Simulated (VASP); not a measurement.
Runs of VASP 6.6.1 on W. The structure is that of space group Fm-3m (No. 225), or close to it. The cells are those of the table. 

```csv
task,cell,cutoff (eV),gap on the mesh (eV),pressure (GPa)
relaxation of cell and atoms,"relaxed to 20 GPa from a = 2.871 Å, angles 60.0°, 1 atom",600,none,20.0
single point,"a = 2.821 Å, angles 60.0°, 1 atom",520,none,10.6
relaxation of cell and atoms,"relaxed from a = 2.871 Å, angles 60.0°, 1 atom",600,none,-0.2
single point,"a = 2.794 Å, angles 60.0°, 1 atom",520,none,20.7
relaxation of cell and atoms,"relaxed to 30 GPa from a = 2.871 Å, angles 60.0°, 1 atom",600,none,30.0
relaxation of cell and atoms,"relaxed to 10 GPa from a = 2.871 Å, angles 60.0°, 1 atom",600,none,10.0
single point,"a = 2.748 Å, angles 60.0°, 1 atom",520,none,(a)
single point,"a = 2.771 Å, angles 60.0°, 1 atom",520,none,30.9
```

Alike in all rows: level PBE; potentials or basis VASP PAW PBE potentials, release 64 (W_sv); no spin polarisation; k mesh 12 × 12 × 12; smearing methfessel-paxton 0.05 eV.

Task: Estimate the missing entries.

Result: (a) 41.2.

Caveats: spin-orbit coupling is left out, which moves the levels of the heavy elements; the cell is relaxed towards a set pressure, so the enthalpy falls and the energy may rise (some runs).

A k mesh can miss the band edges, and the runs leave out spin-orbit coupling on W.

A gap of «none» marks levels without a gap at the run's occupations.
